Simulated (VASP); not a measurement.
Here is a VASP 6.6.1 calculation.

INCAR

```
PREC = Accurate ; ENCUT = 520
EDIFF = 1E-6 ; ISMEAR = 0
SIGMA = 0.05 ; LREAL = False
LASPH = True ; NELM = 60
ALGO = Normal ; ISIF = 2
LWAVE = False ; LCHARG = False
GGA = PE ; NBANDS = 26
```

File KPOINTS:

```
Automatic mesh
0
Gamma
  9 9 4
```

The input POSCAR:

```
MgO
1.0
    3.1079574030      0.0000000000      0.0000000000
   -1.5539787015      2.6915700649      0.0000000000
    0.0000000000      0.0000000000     11.2455222714
Mg O
4 4
Direct
    0.3333333333      0.6666666667      0.9694906392
    0.0000000000      0.0000000000      0.2208211786
    0.0000000000      0.0000000000      0.7208211786
    0.6666666667      0.3333333333      0.4694906392
    0.3333333333      0.6666666667      0.7800420079
    0.0000000000      0.0000000000      0.5296443544
    0.0000000000      0.0000000000      0.0296443544
    0.6666666667      0.3333333333      0.2800420079
```

Potentials or basis: VASP PAW PBE potentials, release 64 (Mg, O).

Command:

```sh
$ cat potpaw_PBE.64/Mg/POTCAR potpaw_PBE.64/O/POTCAR > POTCAR
$ mpirun -np 1 vasp_std > vasp.out
```

(1) Predict the pressure.

(2) Predict the largest force.

(3) Estimate the band gap on the k mesh.

Results:

(1) 7.5 GPa.

(2) 0.855 eV/Å.

(3) 3.51 eV, direct.
